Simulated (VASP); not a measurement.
# SnSe (F-43m) in VASP: a series of runs

Aim: see how the results for SnSe move with the level of theory and the settings. Levels: r2SCAN0, r2SCANh. Tasks: single point.

Everything below comes from runs of VASP 6.6.1. Logs are shortened: lines on timing, memory, paths and dates and some standing lists are left out, and cuts for length are marked.

## 1. The cell of the first run

It takes space group F-43m (No. 216, cubic). Conventional cell: a = 6.782 Å, b = 6.782 Å, c = 6.782 Å, α = 90.00°, β = 90.00°, γ = 90.00°. Within 3.9 Å of Sn (site symmetry -43m) lie 4 Se at 2.94 Å. Se (site symmetry -43m) has 4 Sn at 2.94 Å within 3.9 Å.

## 2. Single point, r2SCAN0

The input, POSCAR:

```
SnSe
1.0
    0.0000000000      3.3908400000      3.3908400000
    3.3908400000      0.0000000000      3.3908400000
    3.3908400000      3.3908400000      0.0000000000
Sn Se
1 1
Direct
    0.0000000000      0.0000000000      0.0000000000
    0.7500000000      0.7500000000      0.7500000000
```

The input, INCAR.step1:

```
SYSTEM = SnSe
PREC = Accurate
ENCUT = 520
EDIFF = 1E-5
ISMEAR = -1
SIGMA = 0.05
LREAL = .FALSE.
LASPH = .TRUE.
NELM = 60
ALGO = Normal
ISIF = 2
LWAVE = .TRUE.
GGA = PE
NBANDS = 17
```

The input, INCAR.step2:

```
SYSTEM = SnSe
PREC = Accurate
ENCUT = 520
EDIFF = 1E-7
ISMEAR = -1
SIGMA = 0.05
LREAL = .FALSE.
LASPH = .TRUE.
NELM = 60
ALGO = Normal
ISIF = 2
LWAVE = .FALSE.
LCHARG = .TRUE.
METAGGA = R2SCAN
LHFCALC = .TRUE.
AEXX = 0.25
LMIXTAU = .TRUE.
PRECFOCK = Normal
LELF = .TRUE.
LVHAR = .TRUE.
ISTART = 1
NBANDS = 17
```

The input, KPOINTS:

```
Automatic mesh
0
G
  4 4 4
  0 0 0
```

Potentials or basis: VASP PAW PBE potentials, release 64 (Sn_d, Se).

Command:

```console
$ cat potpaw_PBE.64/Sn_d/POTCAR potpaw_PBE.64/Se/POTCAR > POTCAR
$ cp INCAR.step1 INCAR
$ mpirun -np 1 vasp_std > vasp.out
$ cp INCAR.step2 INCAR
$ mpirun -np 1 vasp_std > vasp.out
```

OUTCAR:

```text
SYSTEM = SnSe
   PREC = Accurate
   ENCUT = 520
   EDIFF = 1E-7
   ISMEAR = -1
   LREAL = .FALSE.
   LASPH = .TRUE.
   NELM = 60
   ISIF = 2
   METAGGA = R2SCAN
   LHFCALC = .TRUE.
   AEXX = 0.25
   PRECFOCK = Normal
   ISTART = 1

 ion  position               nearest neighbor table
   1  0.000  0.000  0.000-   2 2.94   2 2.94   2 2.94   2 2.94
   2  0.750  0.750  0.750-   1 2.94   1 2.94   1 2.94   1 2.94

  LATTYP: Found a face centered cubic cell.
 ALAT       =     6.7816800000

  Lattice vectors:

 A1 = (   0.0000000000,   3.3908400000,   3.3908400000)
 A2 = (   3.3908400000,   0.0000000000,   3.3908400000)
 A3 = (   3.3908400000,   3.3908400000,   0.0000000000)

Analysis of symmetry for initial positions (statically):
=====================================================================
 Subroutine PRICEL returns:
 Original cell was already a primitive cell.

 Routine SETGRP: Setting up the symmetry group for a
 face centered cubic supercell.

 Subroutine GETGRP returns: Found 24 space group operations
 (whereof 24 operations were pure point group operations)
 out of a pool of 48 trial point group operations.

The static configuration has the point symmetry T_d .

Analysis of symmetry for dynamics (positions and initial velocities):
=====================================================================
 Subroutine PRICEL returns:
 Original cell was already a primitive cell.

 Routine SETGRP: Setting up the symmetry group for a
 face centered cubic supercell.

 Subroutine GETGRP returns: Found 24 space group operations
 (whereof 24 operations were pure point group operations)
 out of a pool of 48 trial point group operations.

The dynamic configuration has the point symmetry T_d .

 Subroutine INISYM returns: Found 24 space group operations
 (whereof 24 operations are pure point group operations),
 and found     1 'primitive' translations

----------------------------------------------------------------------------------------

                                     Primitive cell

  volume of cell :      77.9744

  direct lattice vectors                    reciprocal lattice vectors
     0.000000000  3.390840000  3.390840000    -0.147456088  0.147456088  0.147456088
     3.390840000  0.000000000  3.390840000     0.147456088 -0.147456088  0.147456088
     3.390840000  3.390840000  0.000000000     0.147456088  0.147456088 -0.147456088

  length of vectors
     4.795371916  4.795371916  4.795371916     0.255401436  0.255401436  0.255401436

  position of ions in fractional coordinates (direct lattice)
     0.000000000  0.000000000  0.000000000
     0.750000000  0.750000000  0.750000000

  ion indices of the primitive-cell ions
   primitive index   ion index
                 1           1
                 2           2

----------------------------------------------------------------------------------------

 KPOINTS: Automatic mesh

Automatic generation of k-mesh.
 Grid dimensions read from file:
 generate k-points for:    4    4    4

 Generating k-lattice:

  Cartesian coordinates                     Fractional coordinates (reciprocal lattice)
    -0.036864022  0.036864022  0.036864022     0.250000000  0.000000000  0.000000000
     0.036864022 -0.036864022  0.036864022     0.000000000  0.250000000  0.000000000
     0.036864022  0.036864022 -0.036864022     0.000000000  0.000000000  0.250000000

  Length of vectors
     0.063850359  0.063850359  0.063850359

  Shift w.r.t. Gamma in fractional coordinates (k-lattice)
     0.000000000  0.000000000  0.000000000

 Subroutine IBZKPT returns following result:
 ===========================================

 Found      8 irreducible k-points:

 Following reciprocal coordinates:
            Coordinates               Weight
  0.000000  0.000000  0.000000      1.000000
  0.250000  0.000000  0.000000      8.000000
  0.500000  0.000000  0.000000      4.000000
  0.250000  0.250000  0.000000      6.000000
  0.500000  0.250000  0.000000     24.000000
 -0.250000  0.250000  0.000000     12.000000
  0.500000  0.500000  0.000000      3.000000
 -0.250000  0.500000  0.250000      6.000000
   k-points           NKPTS =      8   k-points in BZ     NKDIM =     64   number of bands    NBANDS=     17
   number of dos      NEDOS =    301   number of ions     NIONS =      2
   total plane-waves  NPLWV =  46656
   dimension x,y,z NGX =    36 NGY =   36 NGZ =   36
   dimension x,y,z NGXF=    72 NGYF=   72 NGZF=   72
   ions per type =               1   1
   NGX,Y,Z   is equivalent  to a cutoff of  12.48, 12.48, 12.48 a.u.
   NGXF,Y,Z  is equivalent  to a cutoff of  24.96, 24.96, 24.96 a.u.
 SYSTEM =  SnSe
   PREC   = accura    normal or accurate (medium, high low for compatibility)
   ISTART =      1    job   : 0-new  1-cont  2-samecut
   ICHARG =      0    charge: 1-file 2-atom 10-const
   ISPIN  =      1    spin polarized calculation?
   LNONCOLLINEAR =      F non collinear calculations
   LSORBIT =      F    spin-orbit coupling
   LASPH  =      T    aspherical Exc in radial PAW
   ENCUT  =  520.0 eV  38.22 Ry    6.18 a.u.   8.92  8.92  8.92*2*pi/ulx,y,z
   NELM   =     60;   NELMIN=  2; NELMDL=  0     # of ELM steps
   EDIFF  = 0.1E-06   stopping-criterion for ELM
   LREAL  =      F    real-space projection
   EDIFFG = 0.1E-05   stopping-criterion for IOM
   NSW    =      0    number of steps for IOM
   IBRION =     -1    ionic relax: 0-MD 1-quasi-New 2-CG
   NFREE  =      0    steps in history (QN), initial steepest desc. (CG)
   ISIF   =      2    stress and relaxation
   ISYM   =      3    0-nonsym 1-usesym 2-fastsym
   POTIM  = 0.5000    time-step for ionic-motion
   TEBEG  =    0.0;   TEEND  =   0.0 temperature during run
   PSTRESS=    0.0 pullay stress
   NELECT =      20.0000    total number of electrons
   NUPDOWN=      -1.0000    fix difference up-down
   EMIN   =  10.00;   EMAX   =-10.00  energy-range for DOS
   EFERMI =   0.00;   METHOD = LEGACY
   ISMEAR =    -1;   SIGMA  =   0.05  broadening in eV -4-tet -1-fermi 0-gaus
   EFERMI_NEDOS =   21; number of points for ismear=-14 and -15
   IALGO  =     38    algorithm
   IMIX   =      1    mixing-type and parameters
     AMIX     =   0.40;   BMIX     =  1.00
     AMIX_MAG =   1.60;   BMIX_MAG =  1.00
  volume/ion in A,a.u.               =      38.99       263.10
  Fermi-wavevector in a.u.,A,eV,Ry     =   1.040162  1.965621 14.720638  1.081936
  Thomas-Fermi vector in A             =   2.174725
   LORBIT       =      0    0 simple, 1 ext, 2 COOP (PROOUT), +10 PAW based schemes
   METAGGA = R2SCAN    functional components
   LHFCALC =     T    Hartree Fock is set to
   PRECFOCK=normal    Normal, Fast or Accurate (Low or Medium for compatibility)
   ENCUT4O =  -1.0   cutoff for four orbital integrals eV
   NKREDX  =     1    reduce k-point grid by
   NKREDY  =     1    reduce k-point grid by
   NKREDZ  =     1    reduce k-point grid by
   AEXX    =    0.2500 exact exchange contribution
   HFSCREEN=    0.0000 screening length (either q_TF or 0.3 A-1)
   HFSCREENC=   0.0000 screening length for correlation (either q_TF or 0.3 A-1)
   ENCUTFOCK=  -1.0 apply spherical cutoff to Coloumb kernel
   IVDW    =     0    specifies the selected vdW correction
   LEPSILON=     F    determine dielectric tensor
   LRPA    =     F    only Hartree local field effects (RPA)
 non-spin polarized calculation
  energy-cutoff  :      520.00
  volume of cell :       77.97
 maximum number of plane-waves:      2120
  NGX = 28; NGY = 28; NGZ = 28

 number of electron      20.0000005 magnetization

 Free energy of the ion-electron system (eV)
  ---------------------------------------------------
  ext. energy  EPLUGINS =         0.00000000
  ---------------------------------------------------
  free energy    TOTEN  =       -34.13435111 eV

  energy without entropy =      -34.13434785  energy(sigma->0) =      -34.13434948

 E-fermi :   2.7217     XC(G=0):  -6.5025

 val. band max:        2.1655701902   @ k =  -0.2500   0.5000   0.2500
 cond. band min:       3.2431483515   @ k =   0.5000   0.5000   0.0000
 fundamental gap:      1.0775781613
 Fermi energy:         2.7216852205

 k-point     1 :       0.0000    0.0000    0.0000
  band No.  band energies     occupation
      1     -22.4524      2.00000
      2     -22.4524      2.00000
      3     -22.4524      2.00000
      4     -22.4341      2.00000
      5     -22.4341      2.00000
      6     -12.8959      2.00000
[... 9 lines left out ...]
     16      11.2599      0.00000
     17      12.2928      0.00000

 k-point     2 :       0.2500    0.0000    0.0000
  band No.  band energies     occupation
      1     -22.4538      2.00000
      2     -22.4507      2.00000
      3     -22.4507      2.00000
      4     -22.4341      2.00000
      5     -22.4341      2.00000
      6     -12.6573      2.00000
[... 9 lines left out ...]
     16      10.4207      0.00000
     17      11.6887      0.00000

 k-point     3 :       0.5000    0.0000    0.0000
  band No.  band energies     occupation
      1     -22.4553      2.00000
      2     -22.4492      2.00000
      3     -22.4492      2.00000
      4     -22.4338      2.00000
      5     -22.4338      2.00000
      6     -12.3800      2.00000
[... 9 lines left out ...]
     16      11.6464      0.00000
     17      11.6464      0.00000

 k-point     4 :       0.2500    0.2500    0.0000
  band No.  band energies     occupation
      1     -22.4565      2.00000
      2     -22.4488      2.00000
      3     -22.4488      2.00000
      4     -22.4352      2.00000
      5     -22.4332      2.00000
      6     -12.5752      2.00000
[... 9 lines left out ...]
     16      12.0029      0.00000
     17      13.8524      0.00000

 k-point     5 :       0.5000    0.2500    0.0000
  band No.  band energies     occupation
      1     -22.4574      2.00000
      2     -22.4476      2.00000
      3     -22.4471      2.00000
      4     -22.4352      2.00000
      5     -22.4331      2.00000
      6     -12.2909      2.00000
[... 9 lines left out ...]
     16      12.0113      0.00000
     17      12.8960      0.00000

 k-point     6 :      -0.2500    0.2500    0.0000
  band No.  band energies     occupation
      1     -22.4556      2.00000
      2     -22.4488      2.00000
      3     -22.4486      2.00000
      4     -22.4342      2.00000
      5     -22.4340      2.00000
      6     -12.3877      2.00000
[... 9 lines left out ...]
     16      11.4076      0.00000
     17      12.9585      0.00000

 k-point     7 :       0.5000    0.5000    0.0000
  band No.  band energies     occupation
      1     -22.4604      2.00000
      2     -22.4453      2.00000
      3     -22.4453      2.00000
      4     -22.4365      2.00000
      5     -22.4323      2.00000
      6     -12.1933      2.00000
[... 9 lines left out ...]
     16      13.2333      0.00000
     17      13.2333      0.00000

 k-point     8 :      -0.2500    0.5000    0.2500
  band No.  band energies     occupation
      1     -22.4578      2.00000
      2     -22.4480      2.00000
      3     -22.4454      2.00000
      4     -22.4353      2.00000
      5     -22.4333      2.00000
      6     -12.1898      2.00000
[... 9 lines left out ...]
     16      12.5429      0.00000
     17      12.8523      0.00000

------------------------ aborting loop because EDIFF is reached ----------------------------------------

  FORCE on cell =-STRESS in cart. coord.  units (eV):
  Direction    XX          YY          ZZ          XY          YZ          ZX
  --------------------------------------------------------------------------------------
  -------------------------------------------------------------------------------------
  Total       -0.5807153     -0.5807153     -0.5807153      0.0000000      0.0000000      0.0000000
  in kB      -11.9322403    -11.9322403    -11.9322403      0.0000000      0.0000000      0.0000000
  external PRESSURE =     -11.9322403 kB  Pullay stress =       0.0000000 kB

 VOLUME and BASIS-vectors are now :
 -----------------------------------------------------------------------------
  energy-cutoff  :      520.00
  volume of cell :       77.97
      direct lattice vectors                 reciprocal lattice vectors
     0.000000000  3.390840000  3.390840000    -0.147456088  0.147456088  0.147456088
     3.390840000  0.000000000  3.390840000     0.147456088 -0.147456088  0.147456088
     3.390840000  3.390840000  0.000000000     0.147456088  0.147456088 -0.147456088

 POSITION                                       TOTAL-FORCE (eV/Angst)
 -----------------------------------------------------------------------------------
      0.00000      0.00000      0.00000        -0.000000     -0.000000     -0.000000
      5.08626      5.08626      5.08626         0.000000      0.000000      0.000000
 -----------------------------------------------------------------------------------
    total drift:                                0.000015      0.000014      0.000012

  FREE ENERGIE OF THE ION-ELECTRON SYSTEM (eV)
  ---------------------------------------------------
  free  energy   TOTEN  =       -34.1343511107 eV

  energy  without entropy=      -34.1343478474  energy(sigma->0) =      -34.13434948
```

Run time: 24 min. Hardware: 1 thread of Intel Xeon Platinum 8259CL at 2.50GHz (Skylake/Cascade Lake), shared host; peak memory 0.23 GiB.

Results:

```yaml
Free_energy: -34.1344 eV
Pressure: -1.2 GPa
Band_gap_on_the_k_mesh: 1.08 eV (least direct gap 1.81 eV)
```

Caveat: the PAW data sets were made with another functional, which shifts forces and pressure a little; spin-orbit coupling is left out, which moves the levels of the heavy elements.

## 3. Single point, r2SCANh

POSCAR is that of step 2.

The input, INCAR.step1:

```
SYSTEM = SnSe
ALGO = Normal
EDIFF = 1E-5
ENCUT = 520
GGA = PE
ISIF = 2
ISMEAR = -1
LASPH = .TRUE.
LCHARG = .FALSE.
LREAL = .FALSE.
LWAVE = .TRUE.
NBANDS = 17
NELM = 100
PREC = Accurate
SIGMA = 0.05
```

The input, INCAR.step2:

```
SYSTEM = SnSe
AEXX = 0.1
ALGO = Normal
EDIFF = 1E-6
ENCUT = 520
ISIF = 2
ISMEAR = -1
ISTART = 1
LASPH = .TRUE.
LCHARG = .FALSE.
LHFCALC = .TRUE.
LMIXTAU = .TRUE.
LREAL = .FALSE.
LWAVE = .FALSE.
METAGGA = R2SCAN
NBANDS = 17
NELM = 100
PREC = Accurate
PRECFOCK = Normal
SIGMA = 0.05
```

The input, KPOINTS:

```
k-points
0
G
  4 4 4
  0 0 0
```

Potentials or basis: VASP PAW PBE potentials, release 64 (Sn_d, Se).

Command:

```console
$ cat potpaw_PBE.64/Sn_d/POTCAR potpaw_PBE.64/Se/POTCAR > POTCAR
$ cp INCAR.step1 INCAR
$ mpirun -np 1 vasp_std > vasp.out
$ cp INCAR.step2 INCAR
$ mpirun -np 1 vasp_std > vasp.out
```

OUTCAR:

```text
SYSTEM = SnSe
   AEXX = 0.1
   EDIFF = 1E-6
   ENCUT = 520
   ISIF = 2
   ISMEAR = -1
   ISTART = 1
   LASPH = .TRUE.
   LHFCALC = .TRUE.
   LREAL = .FALSE.
   METAGGA = R2SCAN
   NELM = 100
   PREC = Accurate
   PRECFOCK = Normal

 ion  position               nearest neighbor table
   1  0.000  0.000  0.000-   2 2.94   2 2.94   2 2.94   2 2.94
   2  0.750  0.750  0.750-   1 2.94   1 2.94   1 2.94   1 2.94

  LATTYP: Found a face centered cubic cell.
 ALAT       =     6.7816800000

  Lattice vectors:

[... 336 lines left out ...]

  FORCE on cell =-STRESS in cart. coord.  units (eV):
  Direction    XX          YY          ZZ          XY          YZ          ZX
  --------------------------------------------------------------------------------------
  -------------------------------------------------------------------------------------
  Total       -0.4886346     -0.4886346     -0.4886346      0.0000000      0.0000000      0.0000000
  in kB      -10.0402132    -10.0402132    -10.0402132      0.0000000      0.0000000      0.0000000
  external PRESSURE =     -10.0402132 kB  Pullay stress =       0.0000000 kB

 VOLUME and BASIS-vectors are now :
 -----------------------------------------------------------------------------
  energy-cutoff  :      520.00
  volume of cell :       77.97
      direct lattice vectors                 reciprocal lattice vectors
     0.000000000  3.390840000  3.390840000    -0.147456088  0.147456088  0.147456088
     3.390840000  0.000000000  3.390840000     0.147456088 -0.147456088  0.147456088
     3.390840000  3.390840000  0.000000000     0.147456088  0.147456088 -0.147456088

 POSITION                                       TOTAL-FORCE (eV/Angst)
 -----------------------------------------------------------------------------------
      0.00000      0.00000      0.00000        -0.000000      0.000000      0.000000
      5.08626      5.08626      5.08626         0.000000     -0.000000     -0.000000
 -----------------------------------------------------------------------------------
    total drift:                                0.000093      0.000153      0.000075

  FREE ENERGIE OF THE ION-ELECTRON SYSTEM (eV)
  ---------------------------------------------------
  free  energy   TOTEN  =       -37.2204169107 eV

  energy  without entropy=      -37.2198702196  energy(sigma->0) =      -37.22014357
```

OUTCAR.step1:

```text
SYSTEM = SnSe
   EDIFF = 1E-5
   ENCUT = 520
   GGA = PE
   ISIF = 2
   ISMEAR = -1
   LASPH = .TRUE.
[... 361 lines left out ...]
      0.00000      0.00000      0.00000         0.000000     -0.000000      0.000000
      5.08626      5.08626      5.08626        -0.000000      0.000000     -0.000000
 -----------------------------------------------------------------------------------
    total drift:                                0.000000      0.000000      0.000000

  FREE ENERGIE OF THE ION-ELECTRON SYSTEM (eV)
  ---------------------------------------------------
  free  energy   TOTEN  =        -7.7689269127 eV

  energy  without entropy=       -7.7607354145  energy(sigma->0) =       -7.76483116
```

It took 10 min on 1 thread of Intel Xeon Platinum 8259CL at 2.50GHz (Skylake/Cascade Lake), shared host; peak memory 0.23 GiB.

Results:

```yaml
Free_energy: -37.2204 eV
Pressure: -1.0 GPa
Band_gap_on_the_k_mesh: 0.50 eV (least direct gap 1.18 eV)
```

Caveat: the PAW data sets were made with another functional, which shifts forces and pressure a little; spin-orbit coupling is left out, which moves the levels of the heavy elements.
